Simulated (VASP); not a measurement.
# Te2Mo (P6_3/mmc) in VASP: further runs

Te2Mo is run at these levels: PBE; tasks: single point.

Program: VASP 6.6.1. These are calculated values, not measurements. Logs are shortened: lines on timing, memory, paths and dates and some standing lists are left out, and cuts for length are marked.

**The experiment to reproduce.**

From “Broadband infrared study of pressure-tunable Fano resonance and metallization transition in 2H-MoTe2”, 2022, pmc:9569381, for a bulk crystal of Te2Mo at 300 K: band gap 0.88 ± 0.05 eV (indirect).

The runs below are set against these values where they give the same quantity.

## Step 1: The cell of the first run

The structure is hexagonal, space group P6_3/mmc (No. 194). Conventional cell: a = 3.542 Å, b = 3.542 Å, c = 14.066 Å, α = 90.00°, β = 90.00°, γ = 120.00°. Within 3.6 Å of Te (site symmetry 3m) lie 3 Mo at 2.73 Å and 6 Te at 3.54 Å. Mo (site symmetry -6m2) has 6 Te at 2.73 Å and 6 Mo at 3.54 Å within 3.6 Å.

## Step 2: Single point, PBE

INCAR

```
PREC     = Accurate       # precision mode
ENCUT    = 520            # plane-wave cutoff, eV
EDIFF    = 1E-6           # SCF threshold, eV
ISMEAR   = -1             # smearing method
SIGMA    = 0.05           # smearing width, eV
LREAL    = F              # projectors in reciprocal space
LASPH    = T              # aspherical terms in the spheres
NELM     = 100            # most SCF steps
ALGO     = Normal         # electronic algorithm
ISIF     = 2              # what is computed and relaxed
LWAVE    = F              # write WAVECAR
LCHARG   = F              # write CHGCAR
GGA      = PE             # functional
NBANDS   = 35             # bands
```

KPOINTS

```
regular mesh
0
Gamma
  9 9 2
```

POSCAR

```
Te2Mo
1.0
    3.5415000168      0.0000000000      0.0000000000
   -1.7707500084      3.0670289820      0.0000000000
    0.0000000000      0.0000000000     14.0661430943
Te Mo
4 2
Direct
    0.6666666667      0.3333333333      0.3790000000
    0.3333333333      0.6666666667      0.8790000000
    0.6666666667      0.3333333333      0.1210000000
    0.3333333333      0.6666666667      0.6210000000
    0.6666666667      0.3333333333      0.7500000000
    0.3333333333      0.6666666667      0.2500000000
```

Potentials or basis: VASP PAW PBE potentials, release 64 (Te, Mo_sv).

Launch:

```console
$ cat potpaw_PBE.64/Te/POTCAR potpaw_PBE.64/Mo_sv/POTCAR > POTCAR
$ mpirun -np 1 vasp_std > vasp.out
```

OUTCAR:

```text
PREC = Accurate
   ENCUT = 520
   EDIFF = 1E-6
   ISMEAR = -1
   LREAL = F
   LASPH = T
   NELM = 100
   ISIF = 2
   GGA = PE

 ion  position               nearest neighbor table
   1  0.667  0.333  0.379-   6 2.73   6 2.73   6 2.73   3 3.63
   2  0.333  0.667  0.879-   5 2.73   5 2.73   5 2.73   4 3.63
   3  0.667  0.333  0.121-   6 2.73   6 2.73   6 2.73   1 3.63
   4  0.333  0.667  0.621-   5 2.73   5 2.73   5 2.73   2 3.63
   5  0.667  0.333  0.750-   2 2.73   4 2.73   2 2.73   4 2.73   2 2.73   4 2.73
   6  0.333  0.667  0.250-   1 2.73   3 2.73   1 2.73   3 2.73   1 2.73   3 2.73

  LATTYP: Found a hexagonal cell.
 ALAT       =     3.5415000168
 C/A-ratio  =     3.9718037633

  Lattice vectors:

 A1 = (   3.5415000168,   0.0000000000,   0.0000000000)
 A2 = (  -1.7707500084,   3.0670289820,   0.0000000000)
 A3 = (   0.0000000000,   0.0000000000,  14.0661430943)

Analysis of symmetry for initial positions (statically):
=====================================================================
 Subroutine PRICEL returns:
 Original cell was already a primitive cell.

 Routine SETGRP: Setting up the symmetry group for a
 hexagonal supercell.

 Subroutine GETGRP returns: Found 24 space group operations
 (whereof 12 operations were pure point group operations)
 out of a pool of 24 trial point group operations.

The static configuration has the point symmetry D_3d.
 The point group associated with its full space group is D_6h.

Analysis of symmetry for dynamics (positions and initial velocities):
=====================================================================
 Subroutine PRICEL returns:
 Original cell was already a primitive cell.

 Routine SETGRP: Setting up the symmetry group for a
 hexagonal supercell.

 Subroutine GETGRP returns: Found 24 space group operations
 (whereof 12 operations were pure point group operations)
 out of a pool of 24 trial point group operations.

The dynamic configuration has the point symmetry D_3d.
 The point group associated with its full space group is D_6h.

 Subroutine INISYM returns: Found 24 space group operations
 (whereof 12 operations are pure point group operations),
 and found     1 'primitive' translations

----------------------------------------------------------------------------------------

                                     Primitive cell

  volume of cell :     152.7848

  direct lattice vectors                    reciprocal lattice vectors
     3.541500017  0.000000000  0.000000000     0.282366228  0.163024218  0.000000000
    -1.770750008  3.067028982  0.000000000     0.000000000  0.326048435  0.000000000
     0.000000000  0.000000000 14.066143094     0.000000000  0.000000000  0.071092694

  length of vectors
     3.541500017  3.541500017 14.066143094     0.326048435  0.326048435  0.071092694

  position of ions in fractional coordinates (direct lattice)
     0.666666667  0.333333333  0.379000000
     0.333333333  0.666666667  0.879000000
     0.666666667  0.333333333  0.121000000
     0.333333333  0.666666667  0.621000000
     0.666666667  0.333333333  0.750000000
     0.333333333  0.666666667  0.250000000

  ion indices of the primitive-cell ions
   primitive index   ion index
                 1           1
                 2           2
                 3           3
                 4           4
                 5           5
                 6           6

----------------------------------------------------------------------------------------

 KPOINTS: regular mesh

Automatic generation of k-mesh.
 Grid dimensions read from file:
 generate k-points for:    9    9    2

 Generating k-lattice:

  Cartesian coordinates                     Fractional coordinates (reciprocal lattice)
     0.031374025  0.018113802  0.000000000     0.111111111 -0.000000000  0.000000000
     0.000000000  0.036227604  0.000000000     0.000000000  0.111111111  0.000000000
     0.000000000  0.000000000  0.035546347     0.000000000  0.000000000  0.500000000

  Length of vectors
     0.036227604  0.036227604  0.035546347

  Shift w.r.t. Gamma in fractional coordinates (k-lattice)
     0.000000000  0.000000000  0.000000000

 Subroutine IBZKPT returns following result:
 ===========================================

 Found     24 irreducible k-points:

 Following reciprocal coordinates:
            Coordinates               Weight
  0.000000  0.000000  0.000000      1.000000
  0.111111 -0.000000  0.000000      6.000000
  0.222222 -0.000000  0.000000      6.000000
  0.333333 -0.000000  0.000000      6.000000
  0.444444 -0.000000  0.000000      6.000000
  0.111111  0.111111  0.000000      6.000000
[... 16 lines left out ...]
  0.333333  0.222222  0.500000     12.000000
  0.333333  0.333333  0.500000      2.000000
   k-points           NKPTS =     24   k-points in BZ     NKDIM =     24   number of bands    NBANDS=     35
   number of dos      NEDOS =    301   number of ions     NIONS =      6
   total plane-waves  NPLWV =  84672
   dimension x,y,z NGX =    28 NGY =   28 NGZ =  108
   dimension x,y,z NGXF=    56 NGYF=   56 NGZF=  216
   ions per type =               4   2
   NGX,Y,Z   is equivalent  to a cutoff of  13.14, 13.14, 12.76 a.u.
   NGXF,Y,Z  is equivalent  to a cutoff of  26.29, 26.29, 25.53 a.u.
 SYSTEM =  unknown system
   PREC   = accura    normal or accurate (medium, high low for compatibility)
   ISTART =      0    job   : 0-new  1-cont  2-samecut
   ICHARG =      2    charge: 1-file 2-atom 10-const
   ISPIN  =      1    spin polarized calculation?
   LNONCOLLINEAR =      F non collinear calculations
   LSORBIT =      F    spin-orbit coupling
   LASPH  =      T    aspherical Exc in radial PAW
   ENCUT  =  520.0 eV  38.22 Ry    6.18 a.u.   6.58  6.58 26.15*2*pi/ulx,y,z
   NELM   =    100;   NELMIN=  2; NELMDL= -5     # of ELM steps
   EDIFF  = 0.1E-05   stopping-criterion for ELM
   LREAL  =      F    real-space projection
   EDIFFG = 0.1E-04   stopping-criterion for IOM
   NSW    =      0    number of steps for IOM
   IBRION =     -1    ionic relax: 0-MD 1-quasi-New 2-CG
   NFREE  =      0    steps in history (QN), initial steepest desc. (CG)
   ISIF   =      2    stress and relaxation
   ISYM   =      2    0-nonsym 1-usesym 2-fastsym
   POTIM  = 0.5000    time-step for ionic-motion
   TEBEG  =    0.0;   TEEND  =   0.0 temperature during run
   PSTRESS=    0.0 pullay stress
   NELECT =      52.0000    total number of electrons
   NUPDOWN=      -1.0000    fix difference up-down
   EMIN   =  10.00;   EMAX   =-10.00  energy-range for DOS
   EFERMI =   0.00;   METHOD = LEGACY
   ISMEAR =    -1;   SIGMA  =   0.05  broadening in eV -4-tet -1-fermi 0-gaus
   EFERMI_NEDOS =   21; number of points for ismear=-14 and -15
   IALGO  =     38    algorithm
   IMIX   =      4    mixing-type and parameters
     AMIX     =   0.40;   BMIX     =  1.00
     AMIX_MAG =   1.60;   BMIX_MAG =  1.00
  volume/ion in A,a.u.               =      25.46       171.84
  Fermi-wavevector in a.u.,A,eV,Ry     =   1.143008  2.159972 17.775563  1.306467
  Thomas-Fermi vector in A             =   2.279704
   LORBIT       =      0    0 simple, 1 ext, 2 COOP (PROOUT), +10 PAW based schemes
   GGA     = PE    functional components
   LHFCALC =     F    Hartree Fock is set to
   AEXX    =    0.0000 exact exchange contribution
   IVDW    =     0    specifies the selected vdW correction
   LEPSILON=     F    determine dielectric tensor
   LRPA    =     F    only Hartree local field effects (RPA)
 non-spin polarized calculation
  energy-cutoff  :      520.00
  volume of cell :      152.78
 maximum number of plane-waves:      4192
 NGX is ok and might be reduce to    28
   NGX = 13   NGY = 13   NGZ = 53

 number of electron      52.0000000 magnetization

 Free energy of the ion-electron system (eV)
  ---------------------------------------------------
  ext. energy  EPLUGINS =         0.00000000
  ---------------------------------------------------
  free energy    TOTEN  =       -36.02296838 eV

  energy without entropy =      -36.02294277  energy(sigma->0) =      -36.02295558

 E-fermi :   8.2608     XC(G=0): -10.3487

 val. band max:        7.8910769234   @ k =   0.0000   0.0000   0.0000
 cond. band min:       8.6779907102   @ k =   0.2222   0.2222   0.0000
 fundamental gap:      0.7869137868
 Fermi energy:         8.2608119312

 k-point     1 :       0.0000    0.0000    0.0000
  band No.  band energies     occupation
      1     -52.9416      2.00000
      2     -52.9416      2.00000
      3     -27.0931      2.00000
      4     -27.0931      2.00000
      5     -26.9819      2.00000
      6     -26.9819      2.00000
[... 27 lines left out ...]
     34      11.1775      0.00000
     35      13.4560      0.00000

 k-point     2 :       0.1111   -0.0000    0.0000
  band No.  band energies     occupation
      1     -52.9406      2.00000
      2     -52.9406      2.00000
      3     -27.0900      2.00000
      4     -27.0900      2.00000
      5     -26.9960      2.00000
      6     -26.9960      2.00000
[... 27 lines left out ...]
     34      11.0362      0.00000
     35      14.0712      0.00000

 k-point     3 :       0.2222   -0.0000    0.0000
  band No.  band energies     occupation
      1     -52.9380      2.00000
      2     -52.9379      2.00000
      3     -27.0823      2.00000
      4     -27.0823      2.00000
      5     -27.0315      2.00000
      6     -27.0315      2.00000
[... 27 lines left out ...]
     34      11.3484      0.00000
     35      14.1027      0.00000

 k-point     4 :       0.3333   -0.0000    0.0000
  band No.  band energies     occupation
      1     -52.9350      2.00000
      2     -52.9350      2.00000
      3     -27.0734      2.00000
      4     -27.0734      2.00000
      5     -27.0716      2.00000
      6     -27.0716      2.00000
[... 27 lines left out ...]
     34      11.5560      0.00000
     35      12.8232      0.00000

 k-point     5 :       0.4444   -0.0000    0.0000
  band No.  band energies     occupation
      1     -52.9330      2.00000
      2     -52.9330      2.00000
      3     -27.0976      2.00000
      4     -27.0976      2.00000
      5     -27.0676      2.00000
      6     -27.0676      2.00000
[... 638 lines left out ...]
 k-point    22 :       0.2222    0.2222    0.5000
  band No.  band energies     occupation
      1     -52.9337      2.00000
      2     -52.9337      2.00000
      3     -27.0741      2.00000
      4     -27.0741      2.00000
      5     -27.0695      2.00000
      6     -27.0695      2.00000
[... 27 lines left out ...]
     34      11.3546      0.00000
     35      13.5786      0.00000

 k-point    23 :       0.3333    0.2222    0.5000
  band No.  band energies     occupation
      1     -52.9322      2.00000
      2     -52.9322      2.00000
      3     -27.0836      2.00000
      4     -27.0836      2.00000
      5     -27.0651      2.00000
      6     -27.0651      2.00000
[... 27 lines left out ...]
     34      11.3945      0.00000
     35      12.8476      0.00000

 k-point    24 :       0.3333    0.3333    0.5000
  band No.  band energies     occupation
      1     -52.9317      2.00000
      2     -52.9317      2.00000
      3     -27.0725      2.00000
      4     -27.0725      2.00000
      5     -27.0636      2.00000
      6     -27.0636      2.00000
[... 27 lines left out ...]
     34      11.4363      0.00000
     35      12.8165      0.00000

------------------------ aborting loop because EDIFF is reached ----------------------------------------

  FORCE on cell =-STRESS in cart. coord.  units (eV):
  Direction    XX          YY          ZZ          XY          YZ          ZX
  --------------------------------------------------------------------------------------
  -------------------------------------------------------------------------------------
  Total        0.7597378      0.7597378      1.0165465      0.0000000      0.0000000      0.0000000
  in kB        7.9669884      7.9669884     10.6600112      0.0000000      0.0000000      0.0000000
  external PRESSURE =       8.8646626 kB  Pullay stress =       0.0000000 kB

 VOLUME and BASIS-vectors are now :
 -----------------------------------------------------------------------------
  energy-cutoff  :      520.00
  volume of cell :      152.78
      direct lattice vectors                 reciprocal lattice vectors
     3.541500017  0.000000000  0.000000000     0.282366228  0.163024218  0.000000000
    -1.770750008  3.067028982  0.000000000     0.000000000  0.326048435  0.000000000
     0.000000000  0.000000000 14.066143094     0.000000000  0.000000000  0.071092694

 POSITION                                       TOTAL-FORCE (eV/Angst)
 -----------------------------------------------------------------------------------
      1.77075      1.02234      5.33107         0.000000      0.000000     -0.079313
     -0.00000      2.04469     12.36414         0.000000     -0.000000     -0.079313
      1.77075      1.02234      1.70200         0.000000      0.000000      0.079313
     -0.00000      2.04469      8.73507         0.000000     -0.000000      0.079313
      1.77075      1.02234     10.54961         0.000000      0.000000      0.000000
     -0.00000      2.04469      3.51654        -0.000000     -0.000000      0.000000
 -----------------------------------------------------------------------------------
    total drift:                               -0.000000      0.000000     -0.000000

  FREE ENERGIE OF THE ION-ELECTRON SYSTEM (eV)
  ---------------------------------------------------
  free  energy   TOTEN  =       -36.0229683832 eV

  energy  without entropy=      -36.0229427712  energy(sigma->0) =      -36.02295558
```

Wall time 97 s (1 thread of AMD EPYC 9R45 (Zen 5), shared host); peak memory 0.3 GiB.

Results:

| Quantity | Value |
| --- | --- |
| Free energy | -36.0230 eV |
| Pressure | 0.9 GPa |
| Largest force | 0.079 eV/Å |
| Band gap on the k mesh | 0.79 eV, indirect (least direct gap 1.01 eV) |

Forces in eV/Å, atoms in the order of the input:
```
Te   0.000  0.000 -0.079
Te   0.000  0.000 -0.079
Te   0.000  0.000  0.079
Te   0.000  0.000  0.079
Mo   0.000  0.000  0.000
Mo   0.000  0.000  0.000
```

Stress tensor (GPa, compression positive):
```
0.80 0.00 0.00
0.00 0.80 0.00
0.00 0.00 1.07
```

Caveat: spin-orbit coupling is left out, which moves the levels of the heavy elements; this functional lacks dispersion, which binds the layers, so the pressure and a relaxed spacing across them are unreliable.

(Part 1 of 2 ends here.)
